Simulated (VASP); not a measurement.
# Ca5SiN2 (Cmmm) in VASP: a series of runs

Ca5SiN2 is run at these levels: PBE; tasks: single point.

Program: VASP 6.6.1. These are calculated values, not measurements. Logs are shortened: lines on timing, memory, paths and dates and some standing lists are left out, and cuts for length are marked.

## 1. The cell of the first run

It takes space group Cmmm (No. 65, orthorhombic). Conventional cell: a = 4.893 Å, b = 14.635 Å, c = 4.871 Å, α = 90.00°, β = 90.00°, γ = 90.00°. Ca (site symmetry mmm) has 2 N at 2.41 Å and 4 Ca at 3.17 Å within 3.2 Å. Within 3.2 Å of Ca (site symmetry m2m) lie 3 N at 2.42 to 2.45 Å. Within 3.3 Å of Ca (site symmetry m2m) lie 2 N at 2.47 Å and 2 Ca at 3.17 Å and 2 Si at 3.17 Å. Si (site symmetry mmm) has 12 Ca at 3.17 to 3.48 Å and 8 N at 4.21 Å within 4.3 Å. N (site symmetry m2m) has 6 Ca at 2.41 to 2.47 Å within 3.2 Å.

## 2. Single point, PBE (built by hand: sheared layered antiperovskite (Cmmm, No. 65))

Contents of INCAR:

```
SYSTEM = Ca5SiN2
PREC = Accurate ; ENCUT = 520
EDIFF = 1E-6 ; ISMEAR = 0
SIGMA = 0.1 ; LREAL = .FALSE.
LASPH = .TRUE. ; NELM = 80
ALGO = Normal ; ISIF = 2
LWAVE = .FALSE. ; LCHARG = .FALSE.
GGA = PE ; NBANDS = 42
```

Contents of KPOINTS:

```
Automatic mesh
0
G
  8 8 6
  0 0 0
```

Contents of POSCAR:

```
Ca5SiN2
1.0
    2.4463121462     -7.3173147602      0.0000000000
    2.4463121462      7.3173147602      0.0000000000
    0.0000000000      0.0000000000      4.8711103657
Ca Si N
5 1 2
Direct
    0.0000000000      0.0000000000      0.0000000000
    0.3305367689      0.6694632311      0.0000000000
    0.6694632311      0.3305367689      0.0000000000
    0.1382697564      0.8617302436      0.5000000000
    0.8617302436      0.1382697564      0.5000000000
    0.5000000000      0.5000000000      0.5000000000
    0.8350239433      0.1649760567      0.0000000000
    0.1649760567      0.8350239433      0.0000000000
```

Potentials or basis: VASP PAW PBE potentials, release 64 (Ca_sv, Si, N).

Run with:

```console
> cat potpaw_PBE.64/Ca_sv/POTCAR potpaw_PBE.64/Si/POTCAR potpaw_PBE.64/N/POTCAR > POTCAR
> mpirun -np 1 vasp_std > vasp.out
```

OUTCAR:

```text
SYSTEM = Ca5SiN2
   PREC = Accurate
   ENCUT = 520
   EDIFF = 1E-6
   ISMEAR = 0
   LREAL = .FALSE.
   LASPH = .TRUE.
   NELM = 80
   ISIF = 2
   GGA = PE

 ion  position               nearest neighbor table
   1  0.000  0.000  0.000-   7 2.41   8 2.41   4 3.17   5 3.17   4 3.17   5 3.17
   2  0.331  0.669  0.000-   8 2.42   7 2.45   7 2.45
   3  0.669  0.331  0.000-   7 2.42   8 2.45   8 2.45
   4  0.138  0.862  0.500-   8 2.47   8 2.47   1 3.17   1 3.17
   5  0.862  0.138  0.500-   7 2.47   7 2.47   1 3.17   1 3.17
   6  0.500  0.500  0.500-
   7  0.835  0.165  0.000-   1 2.41   3 2.42   2 2.45   2 2.45   5 2.47   5 2.47
   8  0.165  0.835  0.000-   1 2.41   2 2.42   3 2.45   3 2.45   4 2.47   4 2.47

  LATTYP: Found a base centered orthorhombic cell.
 ALAT       =     4.8926242924
 B/A-ratio  =     2.9911615211
 C/A-ratio  =     0.9956027838

  Lattice vectors:

 A1 = (   2.4463121462,  -7.3173147602,   0.0000000000)
 A2 = (   2.4463121462,   7.3173147602,   0.0000000000)
 A3 = (   0.0000000000,   0.0000000000,   4.8711103657)

Analysis of symmetry for initial positions (statically):
=====================================================================
 Subroutine PRICEL returns:
 Original cell was already a primitive cell.

 Routine SETGRP: Setting up the symmetry group for a
 base centered orthorhombic supercell.

 Subroutine GETGRP returns: Found  8 space group operations
 (whereof  8 operations were pure point group operations)
 out of a pool of  8 trial point group operations.

The static configuration has the point symmetry D_2h.

Analysis of symmetry for dynamics (positions and initial velocities):
=====================================================================
 Subroutine PRICEL returns:
 Original cell was already a primitive cell.

 Routine SETGRP: Setting up the symmetry group for a
 base centered orthorhombic supercell.

 Subroutine GETGRP returns: Found  8 space group operations
 (whereof  8 operations were pure point group operations)
 out of a pool of  8 trial point group operations.

The dynamic configuration has the point symmetry D_2h.

 Subroutine INISYM returns: Found  8 space group operations
 (whereof  8 operations are pure point group operations),
 and found     1 'primitive' translations

----------------------------------------------------------------------------------------

                                     Primitive cell

  volume of cell :     174.3900

  direct lattice vectors                    reciprocal lattice vectors
     2.446312146 -7.317314760  0.000000000     0.204389289 -0.068331077  0.000000000
     2.446312146  7.317314760  0.000000000     0.204389289  0.068331077  0.000000000
     0.000000000  0.000000000  4.871110366     0.000000000  0.000000000  0.205292002

  length of vectors
     7.715409154  7.715409154  4.871110366     0.215508973  0.215508973  0.205292002

  position of ions in fractional coordinates (direct lattice)
     0.000000000  0.000000000  0.000000000
     0.330536769  0.669463231  0.000000000
     0.669463231  0.330536769  0.000000000
     0.138269756  0.861730244  0.500000000
     0.861730244  0.138269756  0.500000000
     0.500000000  0.500000000  0.500000000
     0.835023943  0.164976057  0.000000000
     0.164976057  0.835023943  0.000000000

  ion indices of the primitive-cell ions
   primitive index   ion index
                 1           1
                 2           2
                 3           3
                 4           4
                 5           5
                 6           6
                 7           7
                 8           8

----------------------------------------------------------------------------------------

 KPOINTS: Automatic mesh

Automatic generation of k-mesh.
 Grid dimensions read from file:
 generate k-points for:    8    8    6

 Generating k-lattice:

  Cartesian coordinates                     Fractional coordinates (reciprocal lattice)
     0.025548661 -0.008541385  0.000000000     0.125000000  0.000000000  0.000000000
     0.025548661  0.008541385  0.000000000     0.000000000  0.125000000  0.000000000
     0.000000000  0.000000000  0.034215334     0.000000000  0.000000000  0.166666667

  Length of vectors
     0.026938622  0.026938622  0.034215334

  Shift w.r.t. Gamma in fractional coordinates (k-lattice)
     0.000000000  0.000000000  0.000000000

 Subroutine IBZKPT returns following result:
 ===========================================

 Found     84 irreducible k-points:

 Following reciprocal coordinates:
            Coordinates               Weight
  0.000000  0.000000  0.000000      1.000000
  0.125000  0.000000  0.000000      4.000000
  0.250000  0.000000  0.000000      4.000000
  0.375000  0.000000  0.000000      4.000000
  0.500000  0.000000  0.000000      2.000000
  0.125000  0.125000  0.000000      2.000000
[... 16 lines left out ...]
  0.125000  0.000000  0.166667      8.000000
  0.250000  0.000000  0.166667      8.000000
 [... further k-points ...]
   k-points           NKPTS =     84   k-points in BZ     NKDIM =     84   number of bands    NBANDS=     42
   number of dos      NEDOS =    301   number of ions     NIONS =      8
   total plane-waves  NPLWV = 129600
   dimension x,y,z NGX =    60 NGY =   60 NGZ =   36
   dimension x,y,z NGXF=   120 NGYF=  120 NGZF=   72
   ions per type =               5   1   2
   NGX,Y,Z   is equivalent  to a cutoff of  12.93, 12.93, 12.29 a.u.
   NGXF,Y,Z  is equivalent  to a cutoff of  25.86, 25.86, 24.57 a.u.
 SYSTEM =  Ca5SiN2
   PREC   = accura    normal or accurate (medium, high low for compatibility)
   ISTART =      0    job   : 0-new  1-cont  2-samecut
   ICHARG =      2    charge: 1-file 2-atom 10-const
   ISPIN  =      1    spin polarized calculation?
   LNONCOLLINEAR =      F non collinear calculations
   LSORBIT =      F    spin-orbit coupling
   LASPH  =      T    aspherical Exc in radial PAW
   ENCUT  =  520.0 eV  38.22 Ry    6.18 a.u.  14.35 14.35  9.06*2*pi/ulx,y,z
   NELM   =     80;   NELMIN=  2; NELMDL= -5     # of ELM steps
   EDIFF  = 0.1E-05   stopping-criterion for ELM
   LREAL  =      F    real-space projection
   EDIFFG = 0.1E-04   stopping-criterion for IOM
   NSW    =      0    number of steps for IOM
   IBRION =     -1    ionic relax: 0-MD 1-quasi-New 2-CG
   NFREE  =      0    steps in history (QN), initial steepest desc. (CG)
   ISIF   =      2    stress and relaxation
   ISYM   =      2    0-nonsym 1-usesym 2-fastsym
   POTIM  = 0.5000    time-step for ionic-motion
   TEBEG  =    0.0;   TEEND  =   0.0 temperature during run
   PSTRESS=    0.0 pullay stress
   NELECT =      64.0000    total number of electrons
   NUPDOWN=      -1.0000    fix difference up-down
   EMIN   =  10.00;   EMAX   =-10.00  energy-range for DOS
   EFERMI =   0.00;   METHOD = LEGACY
   ISMEAR =     0;   SIGMA  =   0.10  broadening in eV -4-tet -1-fermi 0-gaus
   EFERMI_NEDOS =   21; number of points for ismear=-14 and -15
   IALGO  =     38    algorithm
   IMIX   =      4    mixing-type and parameters
     AMIX     =   0.40;   BMIX     =  1.00
     AMIX_MAG =   1.60;   BMIX_MAG =  1.00
  volume/ion in A,a.u.               =      21.80       147.11
  Fermi-wavevector in a.u.,A,eV,Ry     =   1.172090  2.214929 18.691616  1.373795
  Thomas-Fermi vector in A             =   2.308524
   LORBIT       =      0    0 simple, 1 ext, 2 COOP (PROOUT), +10 PAW based schemes
   GGA     = PE    functional components
   LHFCALC =     F    Hartree Fock is set to
   AEXX    =    0.0000 exact exchange contribution
   IVDW    =     0    specifies the selected vdW correction
   LEPSILON=     F    determine dielectric tensor
   LRPA    =     F    only Hartree local field effects (RPA)
 non-spin polarized calculation
 Gauss-broadening in eV      SIGMA  =   0.10
  energy-cutoff  :      520.00
  volume of cell :      174.39
 maximum number of plane-waves:      4726
 NGX is ok and might be reduce to    60
   NGX = 29   NGY = 29   NGZ = 19

 number of electron      64.0000005 magnetization

 Free energy of the ion-electron system (eV)
  ---------------------------------------------------
  ext. energy  EPLUGINS =         0.00000000
  ---------------------------------------------------
  free energy    TOTEN  =       -37.02178857 eV

  energy without entropy =      -37.01606133  energy(sigma->0) =      -37.01892495

 E-fermi :   3.4263     XC(G=0):  -9.2652

 val. band max:        3.4153028173   @ k =  -0.1250   0.1250   0.0000
 cond. band min:       3.4368360671   @ k =  -0.1250   0.1250   0.1667
 fundamental gap:      0.0215332498
 Fermi energy:         3.4262817776

 k-point     1 :       0.0000    0.0000    0.0000
  band No.  band energies     occupation
      1     -37.1588      2.00000
      2     -37.1481      2.00000
      3     -36.7926      2.00000
      4     -36.3753      2.00000
      5     -36.3458      2.00000
      6     -18.3709      2.00000
[... 34 lines left out ...]
     41       7.0906      0.00000
     42       7.3382      0.00000

 k-point     2 :       0.1250    0.0000    0.0000
  band No.  band energies     occupation
      1     -37.1584      2.00000
      2     -37.1482      2.00000
      3     -36.7926      2.00000
      4     -36.3743      2.00000
      5     -36.3469      2.00000
      6     -18.3693      2.00000
[... 34 lines left out ...]
     41       7.1921      0.00000
     42       7.3928      0.00000

 k-point     3 :       0.2500    0.0000    0.0000
  band No.  band energies     occupation
      1     -37.1576      2.00000
      2     -37.1485      2.00000
      3     -36.7923      2.00000
      4     -36.3714      2.00000
      5     -36.3503      2.00000
      6     -18.3648      2.00000
[... 897 lines left out ...]
      4     -36.3745      2.00000
      5     -36.3470      2.00000
      6     -18.4054      2.00000
[... 34 lines left out ...]
     41       7.0874      0.00000
     42       7.2762      0.00000

 k-point    24 :       0.2500    0.0000    0.1667
  band No.  band energies     occupation
      1     -37.1560      2.00000
      2     -37.1483      2.00000
      3     -36.7937      2.00000
      4     -36.3714      2.00000
      5     -36.3502      2.00000
      6     -18.4010      2.00000
[... 34 lines left out ...]
     41       7.2565      0.00000
     42       7.4559      0.00000

 [... further k-points ...]

------------------------ aborting loop because EDIFF is reached ----------------------------------------

  FORCE on cell =-STRESS in cart. coord.  units (eV):
  Direction    XX          YY          ZZ          XY          YZ          ZX
  --------------------------------------------------------------------------------------
  -------------------------------------------------------------------------------------
  Total        0.2523872      0.2902681      0.2253693      0.0000000      0.0000000      0.0000000
  in kB        2.3187630      2.6667866      2.0705410      0.0000000      0.0000000      0.0000000
  external PRESSURE =       2.3520302 kB  Pullay stress =       0.0000000 kB

 VOLUME and BASIS-vectors are now :
 -----------------------------------------------------------------------------
  energy-cutoff  :      520.00
  volume of cell :      174.39
      direct lattice vectors                 reciprocal lattice vectors
     2.446312146 -7.317314760  0.000000000     0.204389289 -0.068331077  0.000000000
     2.446312146  7.317314760  0.000000000     0.204389289  0.068331077  0.000000000
     0.000000000  0.000000000  4.871110366     0.000000000  0.000000000  0.205292002

 POSITION                                       TOTAL-FORCE (eV/Angst)
 -----------------------------------------------------------------------------------
      0.00000      0.00000      0.00000         0.000000     -0.000000      0.000000
      2.44631      2.48003      0.00000        -0.000000     -0.021739      0.000000
      2.44631     -2.48003      0.00000        -0.000000      0.021739      0.000000
      2.44631      5.29379      2.43556        -0.000000      0.003761      0.000000
      2.44631     -5.29379      2.43556        -0.000000     -0.003761      0.000000
      2.44631      0.00000      2.43556        -0.000000     -0.000000      0.000000
      2.44631     -4.90295      0.00000        -0.000000      0.010323      0.000000
      2.44631      4.90295      0.00000        -0.000000     -0.010323     -0.000000
 -----------------------------------------------------------------------------------
    total drift:                                0.000000      0.000000      0.000000

  FREE ENERGIE OF THE ION-ELECTRON SYSTEM (eV)
  ---------------------------------------------------
  free  energy   TOTEN  =       -37.0217885713 eV

  energy  without entropy=      -37.0160613336  energy(sigma->0) =      -37.01892495
```

It took 8.2 min on 1 thread of AMD EPYC 9R45 (Zen 5), shared host; peak memory 0.65 GiB.

Results:

| Item | Value |
| --- | --- |
| Free energy | -37.0218 eV |
| Pressure | 0.2 GPa |
| Largest force | 0.022 eV/Å |
| Band gap on the k mesh | zero (bands 32 and 33 overlap by 0.36 eV) |

Forces in eV/Å, atoms in the order of the input:
```
Ca   0.000  0.000  0.000
Ca   0.000 -0.022  0.000
Ca   0.000  0.022  0.000
Ca   0.000  0.004  0.000
Ca   0.000 -0.004  0.000
Si   0.000  0.000  0.000
N    0.000  0.010  0.000
N    0.000 -0.010  0.000
```

Caveat: the cell differs from its parent crystal (built by hand: sheared layered antiperovskite (Cmmm, No. 65)); semilocal functionals underestimate gaps, and a narrow one can read as zero.

## 3. Single point, PBE

Contents of INCAR:

```
SYSTEM = Ca5SiN2
ALGO     = Normal         ! electronic algorithm
EDIFF    = 1E-7           ! SCF threshold, eV
ENCUT    = 520            ! plane-wave cutoff, eV
GGA      = PE             ! functional
ISIF     = 2              ! what is computed and relaxed
ISMEAR   = 0              ! smearing method
LASPH    = .True.         ! aspherical terms in the spheres
LCHARG   = .True.         ! write CHGCAR
LELF     = .True.         ! ELF
LREAL    = .False.        ! projectors in reciprocal space
LVHAR    = .True.       
LWAVE    = .False.        ! write WAVECAR
NBANDS   = 42             ! bands
NELM     = 60             ! most SCF steps
PREC     = Accurate       ! precision mode
SIGMA    = 0.1            ! smearing width, eV
```

Contents of KPOINTS:

```
k-points
0
Gamma
  8 8 6
  0 0 0
```

Contents of POSCAR:

```
Ca5SiN2
1.0
    2.4464018030     -7.3185666224      0.0000000000
    2.4464018030      7.3185666224      0.0000000000
    0.0000000000      0.0000000000      4.8712834569
Ca Si N
5 1 2
Direct
    0.0000000000      0.0000000000      0.0000000000
    0.3305507462      0.6694492538      0.0000000000
    0.6694492538      0.3305507462      0.0000000000
    0.1382196168      0.8617803832      0.5000000000
    0.8617803832      0.1382196168      0.5000000000
    0.5000000000      0.5000000000      0.5000000000
    0.8350210358      0.1649789642      0.0000000000
    0.1649789642      0.8350210358      0.0000000000
```

Potentials or basis: VASP PAW PBE potentials, release 64 (Ca_sv, Si, N).

Run with:

```console
> cat potpaw_PBE.64/Ca_sv/POTCAR potpaw_PBE.64/Si/POTCAR potpaw_PBE.64/N/POTCAR > POTCAR
> mpirun -np 1 vasp_std > vasp.out
```

It took 9.1 min on 1 thread of AMD EPYC 9R45 (Zen 5), shared host; peak memory 0.67 GiB.

It converged, with:

| Item | Value |
| --- | --- |
| Free energy | -37.0219 eV |
| Pressure | 0.2 GPa |
| Largest force | 0.018 eV/Å |
| Band gap on the k mesh | zero (bands 32 and 33 overlap by 0.35 eV) |

Forces in eV/Å, atoms in the order of the input:
```
Ca   0.000  0.000  0.000
Ca   0.000 -0.018  0.000
Ca   0.000  0.018  0.000
Ca   0.000  0.000  0.000
Ca   0.000  0.000  0.000
Si   0.000  0.000  0.000
N    0.000  0.008  0.000
N    0.000 -0.008  0.000
```

Levels at points of the mesh, in eV from the Fermi level:
```
           k point  band 28  band 29  band 30  band 31  band 32  band 33  band 34  band 35  band 36  band 37
(0.00, 0.00, 0.00)    -1.01    -0.92    -0.61    -0.49    -0.05     0.04     0.88     1.79     1.98     2.02
(0.50, 0.00, 0.00)    -1.43    -1.36    -1.17    -0.76    -0.39     0.39     1.01     2.35     2.64     2.79
(0.50, 0.50, 0.00)    -1.16    -1.01    -0.81    -0.41     0.24     0.31     1.47     1.50     1.57     1.76
(0.00, 0.00, 0.50)    -1.39    -1.09    -0.91    -0.90    -0.68     0.29     1.87     1.87     2.53     2.74
(0.50, 0.00, 0.50)    -1.86    -1.25    -1.17    -0.80    -0.78     0.74     1.08     1.89     2.40     2.82
(0.50, 0.50, 0.50)    -1.28    -1.06    -0.98    -0.77    -0.69     0.66     1.24     1.86     2.67     2.78
```

Caveat: semilocal functionals underestimate gaps, and a narrow one can read as zero.

The gap in the log of VASP goes by the Fermi energy; the results here count the filled bands.